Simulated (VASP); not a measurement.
# Pb (Fm-3m) in VASP: notebook

Pb is run at these levels: r2SCAN+rVV10; tasks: relaxation of cell and atoms.

Program: VASP 6.6.1. These are calculated values, not measurements. Logs are shortened: lines on timing, memory, paths and dates and some standing lists are left out, and cuts for length are marked.

### 1 The cell of the first run

The structure is cubic, space group Fm-3m (No. 225). Conventional cell: a = 4.865 Å, b = 4.865 Å, c = 4.865 Å, α = 90.00°, β = 90.00°, γ = 90.00°. Within 4.5 Å of Pb (site symmetry m-3m) lie 12 Pb at 3.44 Å.

### 2 Relaxation of cell and atoms, r2SCAN+rVV10, target pressure 3 GPa, at which the enthalpy is minimised

The input, POSCAR:

```
Pb
1.0
    0.0000000000      2.4326730674      2.4326730674
    2.4326730674      0.0000000000      2.4326730674
    2.4326730674      2.4326730674      0.0000000000
Pb
1
Direct
    0.0000000000      0.0000000000      0.0000000000
```

The input, INCAR.step1:

```
ALGO = Normal
EDIFF = 1E-5
EDIFFG = -0.005
ENCUT = 550
GGA = PE
GGA_COMPAT = False
IBRION = 2
ISIF = 3
ISMEAR = 0
LASPH = True
LCHARG = False
LREAL = False
LWAVE = True
NELM = 120
NELMIN = 4
NSW = 100
PREC = Accurate
SIGMA = 0.1
```

The input, INCAR.step2:

```
ALGO = Normal
BPARAM = 11.95
CPARAM = 0.0093
EDIFF = 1E-7
EDIFFG = -0.004
ENCUT = 550
GGA_COMPAT = False
IBRION = 2
ISIF = 3
ISMEAR = 0
ISTART = 1
IVDW_NL = 2
LASPH = True
LCHARG = False
LMIXTAU = True
LREAL = False
LUSE_VDW = True
LWAVE = False
METAGGA = R2SCAN
NELM = 120
NELMIN = 4
NSW = 70
PREC = Accurate
PSTRESS = 30.0
SIGMA = 0.1
```

The input, KPOINTS:

```
k-points
0
Gamma
  16 16 16
```

Potentials or basis: VASP PAW PBE potentials, release 64 (Pb_d).

Launch:

```console
$ cat potpaw_PBE.64/Pb_d/POTCAR > POTCAR
$ cp INCAR.step1 INCAR
$ mpirun -np 1 vasp_std > vasp.out
$ cp INCAR.step2 INCAR
$ mpirun -np 1 vasp_std > vasp.out
```

OUTCAR:

```text
BPARAM = 11.95
   EDIFF = 1E-7
   EDIFFG = -0.004
   ENCUT = 550
   IBRION = 2
   ISIF = 3
   ISMEAR = 0
   ISTART = 1
   IVDW_NL = 2
   LASPH = True
   LREAL = False
   METAGGA = R2SCAN
   NELM = 120
   NELMIN = 4
   NSW = 70
   PREC = Accurate
   PSTRESS = 30.0

 ion  position               nearest neighbor table
   1  0.000  0.000  0.000-

  LATTYP: Found a face centered cubic cell.
 ALAT       =     4.8653461348

  Lattice vectors:

 A1 = (   0.0000000000,   2.4326730674,   2.4326730674)
 A2 = (   2.4326730674,   0.0000000000,   2.4326730674)
 A3 = (   2.4326730674,   2.4326730674,   0.0000000000)

Analysis of symmetry for initial positions (statically):
=====================================================================
 Subroutine PRICEL returns:
 Original cell was already a primitive cell.

 Routine SETGRP: Setting up the symmetry group for a
 face centered cubic supercell.

 Subroutine GETGRP returns: Found 48 space group operations
 (whereof 48 operations were pure point group operations)
 out of a pool of 48 trial point group operations.

The static configuration has the point symmetry O_h .

Analysis of symmetry for dynamics (positions and initial velocities):
=====================================================================
 Subroutine PRICEL returns:
 Original cell was already a primitive cell.

 Routine SETGRP: Setting up the symmetry group for a
 face centered cubic supercell.

 Subroutine GETGRP returns: Found 48 space group operations
 (whereof 48 operations were pure point group operations)
 out of a pool of 48 trial point group operations.

The dynamic configuration has the point symmetry O_h .

 Subroutine INISYM returns: Found 48 space group operations
 (whereof 48 operations are pure point group operations),
 and found     1 'primitive' translations

----------------------------------------------------------------------------------------

                                     Primitive cell

  volume of cell :      28.7926

  direct lattice vectors                    reciprocal lattice vectors
     0.000000000  2.432673067  2.432673067    -0.205535222  0.205535222  0.205535222
     2.432673067  0.000000000  2.432673067     0.205535222 -0.205535222  0.205535222
     2.432673067  2.432673067  0.000000000     0.205535222  0.205535222 -0.205535222

  length of vectors
[... 91 lines left out ...]
   NELECT =      14.0000    total number of electrons
   NUPDOWN=      -1.0000    fix difference up-down
   EMIN   =  10.00;   EMAX   =-10.00  energy-range for DOS
   EFERMI =   0.00;   METHOD = LEGACY
   ISMEAR =     0;   SIGMA  =   0.10  broadening in eV -4-tet -1-fermi 0-gaus
   EFERMI_NEDOS =   21; number of points for ismear=-14 and -15
   IALGO  =     38    algorithm
   IMIX   =      4    mixing-type and parameters
     AMIX     =   0.40;   BMIX     =  1.00
     AMIX_MAG =   1.60;   BMIX_MAG =  1.00
  volume/ion in A,a.u.               =      28.79       194.30
  Fermi-wavevector in a.u.,A,eV,Ry     =   1.287332  2.432704 22.547883  1.657223
  Thomas-Fermi vector in A             =   2.419352
   LORBIT       =      0    0 simple, 1 ext, 2 COOP (PROOUT), +10 PAW based schemes
   METAGGA = R2SCAN    functional components
   LHFCALC =     F    Hartree Fock is set to
   AEXX    =    0.0000 exact exchange contribution
   IVDW_NL    =     2    kernel type
   BPARAM     =11.9500
   IVDW    =     0    specifies the selected vdW correction
   LEPSILON=     F    determine dielectric tensor
   LRPA    =     F    only Hartree local field effects (RPA)
 conjugate gradient relaxation of ions
 non-spin polarized calculation
 Gauss-broadening in eV      SIGMA  =   0.10
  energy-cutoff  :      550.00
  volume of cell :       28.79
 maximum number of plane-waves:       877
   NGX = 13   NGY = 13   NGZ = 13

--------------------------------------- Ionic step        1  -------------------------------------------

 number of electron      14.0000000 magnetization

 Free energy of the ion-electron system (eV)
  ---------------------------------------------------
  ext. energy  EPLUGINS =         0.00000000
  ---------------------------------------------------
  free energy    TOTEN  =       -55.90174565 eV

  energy without entropy =      -55.89965255  energy(sigma->0) =      -55.90069910

------------------------ aborting loop because EDIFF is reached ----------------------------------------

  FORCE on cell =-STRESS in cart. coord.  units (eV):
  Direction    XX          YY          ZZ          XY          YZ          ZX
  --------------------------------------------------------------------------------------
  -------------------------------------------------------------------------------------
  Total        0.5845157      0.5845157      0.5845157      0.0000000      0.0000000      0.0000000
  in kB       32.5256177     32.5256177     32.5256177      0.0000000      0.0000000      0.0000000
  external PRESSURE =       2.5256177 kB  Pullay stress =      30.0000000 kB
[... 61 lines left out ...]
--------------------------------------- Ionic step        3  -------------------------------------------

 number of electron      14.0000000 magnetization

 Free energy of the ion-electron system (eV)
  ---------------------------------------------------
  ext. energy  EPLUGINS =         0.00000000
  ---------------------------------------------------
  free energy    TOTEN  =       -55.90393984 eV

  energy without entropy =      -55.90184574  energy(sigma->0) =      -55.90289279

 E-fermi :   7.8082     XC(G=0): -11.2210

 val. band max:        7.7538027328   @ k =  -0.4375   0.3750   0.1875
 cond. band min:       7.8640272841   @ k =  -0.3125   0.3125   0.1250
 fundamental gap:      0.1102245514
 Fermi energy:         7.8081896857

 k-point     1 :       0.0000    0.0000    0.0000
  band No.  band energies     occupation
      1      -9.9837      2.00000
      2      -9.9837      2.00000
      3      -9.9837      2.00000
      4      -9.8115      2.00000
      5      -9.8115      2.00000
      6      -4.8939      2.00000
      7      15.9005      0.00000
      8      15.9005      0.00000
      9      15.9005      0.00000
     10      18.1850      0.00000
     11      20.6909      0.00000
[... 309 lines left out ...]
 k-point    24 :      -0.0625    0.0625    0.0000
  band No.  band energies     occupation
      1      -9.9876      2.00000
      2      -9.9681      2.00000
      3      -9.9606      2.00000
      4      -9.8200      2.00000
      5      -9.8052      2.00000
      6      -4.6721      2.00000
      7      13.9997      0.00000
      8      14.8094      0.00000
      9      15.9989      0.00000
     10      18.0008      0.00000
     11      21.0232      0.00000

 [... further k-points ...]
[... 5 lines left out ...]
  --------------------------------------------------------------------------------------
  -------------------------------------------------------------------------------------
  Total        0.5423726      0.5423726      0.5423726     -0.0000000     -0.0000000     -0.0000000
  in kB       30.0630715     30.0630715     30.0630715     -0.0000000     -0.0000000     -0.0000000
  external PRESSURE =       0.0630715 kB  Pullay stress =      30.0000000 kB
[... 20 lines left out ...]
  energy  without entropy=      -55.9018457393  energy(sigma->0) =      -55.90289279

  enthalpy is  TOTEN    =       -55.3627051379 eV   P V=        0.5412346989

 reached required accuracy - stopping structural energy minimisation
```

OUTCAR.step1:

```text
EDIFF = 1E-5
   EDIFFG = -0.005
   ENCUT = 550
   GGA = PE
   IBRION = 2
   ISIF = 3
   ISMEAR = 0
   LASPH = True
   LREAL = False
   NELM = 120
   NELMIN = 4
   NSW = 100
   PREC = Accurate
[... 619 lines left out ...]
  band No.  band energies     occupation
      1     -10.2988      2.00000
      2     -10.2988      2.00000
      3     -10.2988      2.00000
      4     -10.1788      2.00000
      5     -10.1788      2.00000
      6      -4.6863      2.00000
      7      13.7836      0.00000
      8      13.7836      0.00000
      9      13.7836      0.00000
     10      16.4741      0.00000
     11      17.4673      0.00000
[... 350 lines left out ...]
  FREE ENERGIE OF THE ION-ELECTRON SYSTEM (eV)
  ---------------------------------------------------
  free  energy   TOTEN  =        -3.5642615431 eV

  energy  without entropy=       -3.5613472317  energy(sigma->0) =       -3.56280439

 reached required accuracy - stopping structural energy minimisation
```

OSZICAR.step1:

```text
N       E                     dE             d eps       ncg     rms          rms(c)
DAV:   1     0.104974861483E+03    0.10497E+03   -0.77447E+03  3213   0.156E+03
DAV:   2     0.106723101978E+01   -0.10391E+03   -0.10190E+03  3289   0.337E+02
DAV:   3    -0.342771060103E+01   -0.44949E+01   -0.44622E+01  3747   0.812E+01
[... 19 lines left out ...]
DAV:   2    -0.358312757718E+01    0.13957E+00   -0.27701E-01  3670   0.116E+01    0.723E-01
DAV:   3    -0.356410376768E+01    0.19024E-01   -0.76417E-02  3922   0.579E+00    0.563E-02
DAV:   4    -0.356414883645E+01   -0.45069E-04   -0.88775E-04  3280   0.320E-01    0.322E-02
DAV:   5    -0.356426962271E+01   -0.12079E-03   -0.45129E-04  3286   0.169E-01    0.148E-02
DAV:   6    -0.356426154310E+01    0.80796E-05   -0.14971E-05  3568   0.659E-02
   3 F= -.35642615E+01 E0= -.35628044E+01  d E =-.454847E-01
```

It took 16 min on 1 thread of Oxide Virtual Turin-like, shared host; peak memory 0.27 GiB.

Results:

* Free energy: -55.9039 eV
* Relaxed volume: 28.91 Å³/atom
* Relaxed cell: a = 3.445 Å, b = 3.445 Å, c = 3.445 Å, α = 60.00°, β = 60.00°, γ = 60.00°
* Space group after relaxing (to 0.1 Å): Fm-3m (No. 225)
* Energy change on relaxing (the run minimises the enthalpy): -2.2 meV/atom
* Ionic steps: 3
* Pressure after relaxing: 3.0 GPa
* Band gap on the k mesh: zero (bands 7 and 8 overlap by 10.00 eV)

Step by step:
| step | energy change (eV) | largest force (eV/Å) | pressure (GPa) | volume (Å³) |
| --- | --- | --- | --- | --- |
| 1 | 0.0000 | 0.0000 | 3.25 | 28.79 |
| 2 | -0.0036 | 0.0000 | 2.83 | 28.98 |
| 3 | -0.0022 | 0.0000 | 3.01 | 28.91 |

Final structure:
```
CELL_PARAMETERS angstrom
0.00000 2.43584 2.43584
2.43584 0.00000 2.43584
2.43584 2.43584 0.00000
ATOMIC_POSITIONS crystal
Pb 0.00000 0.00000 0.00000
```

Caveat: the cell is relaxed towards a set pressure, so the run minimises the enthalpy, not the energy; the PAW data sets were made with another functional, which shifts forces and pressure a little; spin-orbit coupling is left out, which moves the levels of the heavy elements.

### 3 Relaxation of cell and atoms, r2SCAN+rVV10, target pressure 1e-06 GPa, at which the enthalpy is minimised

POSCAR is that of step 2.

The input, INCAR.step1:

```
PREC = Accurate
ENCUT = 550
ISMEAR = 0
SIGMA = 0.1
LREAL = False
LASPH = True
NELM = 120
GGA = PE
ALGO = Normal
EDIFF = 1E-5
LWAVE = True
LCHARG = False
GGA_COMPAT = False
IBRION = 2
ISIF = 3
EDIFFG = -0.005
NELMIN = 4
NSW = 100
```

The input, INCAR.step2:

```
PREC = Accurate
ENCUT = 550
EDIFF = 1E-7
ISMEAR = 0
SIGMA = 0.1
LREAL = False
LASPH = True
NELM = 120
ALGO = Normal
ISIF = 3
LWAVE = False
LCHARG = False
METAGGA = R2SCAN
LMIXTAU = True
LUSE_VDW = True
IVDW_NL = 2
BPARAM = 11.95
CPARAM = 0.0093
IBRION = 2
NSW = 70
EDIFFG = -0.004
PSTRESS = 9.999999999999999e-06
ISTART = 1
GGA_COMPAT = False
NELMIN = 4
```

The input, KPOINTS:

```
Automatic mesh
0
Gamma
  16 16 16
```

Potentials or basis: VASP PAW PBE potentials, release 64 (Pb_d).

Launch:

```console
$ cat potpaw_PBE.64/Pb_d/POTCAR > POTCAR
$ cp INCAR.step1 INCAR
$ mpirun -np 1 vasp_std > vasp.out
$ cp INCAR.step2 INCAR
$ mpirun -np 1 vasp_std > vasp.out
```

Wall time 21 min (1 thread of Oxide Virtual Turin-like, shared host); peak memory 0.28 GiB.

It converged, with:

```yaml
Free_energy: -55.9181 eV
Relaxed_volume: 30.49 Å³/atom
Relaxed_cell: a = 3.507 Å, b = 3.507 Å, c = 3.507 Å, α = 60.00°, β = 60.00°, γ = 60.00°
Space_group_after_relaxing_to_0.1_Å: Fm-3m (No. 225)
Energy_change_on_relaxing_the_run_minimises_the_enthalpy: -16.3 meV/atom
Ionic_steps: 3
Pressure_after_relaxing: 0.0 GPa
Band_gap_on_the_k_mesh: zero (bands 7 and 8 overlap by 9.44 eV)
```

Step by step:
```tsv
step	energy change (eV)	largest force (eV/Å)	pressure (GPa)	volume (Å³)
1	0.0000	0.0000	3.25	28.79
2	-0.0132	0.0000	-1.21	31.30
3	-0.0163	0.0000	0.00	30.49
```

Final structure:
```
Pb
1.0
     0.00000    2.47951    2.47951
     2.47951    0.00000    2.47951
     2.47951    2.47951    0.00000
Pb
1
Direct
  0.00000 0.00000 0.00000
```

Levels at points of the mesh, in eV from the Fermi level:
| k point | band 5 | band 6 | band 7 | band 8 | band 9 | band 10 |
| --- | --- | --- | --- | --- | --- | --- |
| (0.00, 0.00, 0.00) | -17.61 | -12.32 | 7.64 | 7.64 | 7.64 | 10.34 |
| (0.50, 0.00, 0.00) | -17.46 | -8.52 | -4.43 | 5.71 | 5.71 | 9.87 |
| (0.50, 0.50, 0.00) | -17.43 | -7.03 | -3.51 | 2.05 | 2.05 | 5.81 |

Caveat: the cell is relaxed towards a set pressure, so the run minimises the enthalpy, not the energy; the PAW data sets were made with another functional, which shifts forces and pressure a little; spin-orbit coupling is left out, which moves the levels of the heavy elements.

### 4 Relaxation of cell and atoms, r2SCAN+rVV10, target pressure 1e-06 GPa, at which the enthalpy is minimised

This run uses another cell than the first one, of 30.37 Å³/atom.

The input, POSCAR:

```
Pb
1.0
    0.0000000000      2.4763868756      2.4763868756
    2.4763868756      0.0000000000      2.4763868756
    2.4763868756      2.4763868756      0.0000000000
Pb
1
Direct
    0.0000000000      0.0000000000      0.0000000000
```

The input, INCAR.step1:

```
SYSTEM = Pb
PREC = Accurate ; ENCUT = 550
ISMEAR = 0 ; SIGMA = 0.1
LREAL = .False. ; LASPH = .True.
NELM = 120 ; GGA = PE
ALGO = Normal ; EDIFF = 1E-5
LWAVE = .True. ; LCHARG = .False.
GGA_COMPAT = .False. ; IBRION = 2
ISIF = 3 ; EDIFFG = -0.005
NELMIN = 4 ; NSW = 100
```

The input, INCAR.step2:

```
SYSTEM = Pb
PREC = Accurate ; ENCUT = 550
EDIFF = 1E-7 ; ISMEAR = 0
SIGMA = 0.1 ; LREAL = .False.
LASPH = .True. ; NELM = 120
ALGO = Normal ; ISIF = 3
LWAVE = .False. ; LCHARG = .False.
METAGGA = R2SCAN ; LMIXTAU = .True.
LUSE_VDW = .True. ; IVDW_NL = 2
BPARAM = 11.95 ; CPARAM = 0.0093
IBRION = 2 ; NSW = 70
EDIFFG = -0.004 ; PSTRESS = 9.999999999999999e-06
ISTART = 1 ; GGA_COMPAT = .False.
NELMIN = 4
```

The input, KPOINTS:

```
Automatic mesh
0
Gamma
  16 16 16
  0 0 0
```

Launch:

```console
$ cat potpaw_PBE.64/Pb_d/POTCAR > POTCAR
$ cp INCAR.step1 INCAR
$ mpirun -np 1 vasp_std > vasp.out
$ cp INCAR.step2 INCAR
$ mpirun -np 1 vasp_std > vasp.out
```

Wall time 19 min (1 thread of Oxide Virtual Turin-like, shared host); peak memory 0.27 GiB.

It converged, with:

```
Free energy                                                : -55.9188 eV
Relaxed volume                                             : 30.50 Å³/atom
Relaxed cell                                               : a = 3.507 Å, b = 3.507 Å, c = 3.507 Å, α = 60.00°, β = 60.00°, γ = 60.00°
Space group after relaxing (to 0.1 Å)                      : Fm-3m (No. 225)
Energy change on relaxing (the run minimises the enthalpy) : -0.1 meV/atom
Ionic steps                                                : 3
Pressure after relaxing                                    : 0.0 GPa
Band gap on the k mesh                                     : zero (bands 7 and 8 overlap by 9.44 eV)
```

Final structure:
```yaml
crystal:
  lattice:
    - [0.00000, 2.47975, 2.47975]
    - [2.47975, 0.00000, 2.47975]
    - [2.47975, 2.47975, 0.00000]
  atoms:
    - { symbol: Pb, position: [0.00000, 0.00000, 0.00000] }
```

Levels at points of the mesh, in eV from the Fermi level:
```
           k point  band 3  band 4  band 5  band 6  band 7  band 8  band 9  band 10  band 11
(0.00, 0.00, 0.00)  -17.75  -17.61  -17.61  -12.32    7.63    7.63    7.63    10.34    12.15
(0.50, 0.00, 0.00)  -17.74  -17.46  -17.46   -8.52   -4.43    5.71    5.71     9.87     9.94
(0.50, 0.50, 0.00)  -17.48  -17.43  -17.43   -7.03   -3.51    2.05    2.05     5.81     6.93
```

Caveat: the cell is relaxed towards a set pressure, so the run minimises the enthalpy, not the energy; the PAW data sets were made with another functional, which shifts forces and pressure a little; spin-orbit coupling is left out, which moves the levels of the heavy elements. Zero-point motion and thermal expansion aren't in these numbers.

### 5 The runs side by side

```tsv
cell	gap on the mesh (eV)	pressure (GPa)
relaxed to 3 GPa from a = 3.440 Å, angles 60.0°, 1 atom	none	3.0
relaxed to 1e-06 GPa from a = 3.440 Å, angles 60.0°, 1 atom	none	0.0
relaxed to 1e-06 GPa from a = 3.502 Å, angles 60.0°, 1 atom	none	0.0
```

Alike in all rows: task relaxation of cell and atoms; level r2SCAN+rVV10; potentials or basis VASP PAW PBE potentials, release 64 (Pb_d); no spin polarisation; k mesh 16 × 16 × 16; cutoff (eV) 550; smearing gaussian 0.1 eV.

Caveats: the cell is relaxed towards a set pressure, so the run minimises the enthalpy, not the energy; the PAW data sets were made with another functional, which shifts forces and pressure a little; spin-orbit coupling is left out, which moves the levels of the heavy elements.

Total energies depend on the potentials used, so only differences within one code and one set of settings carry meaning.

The gap in the log of VASP goes by the Fermi energy; the results here count the filled bands.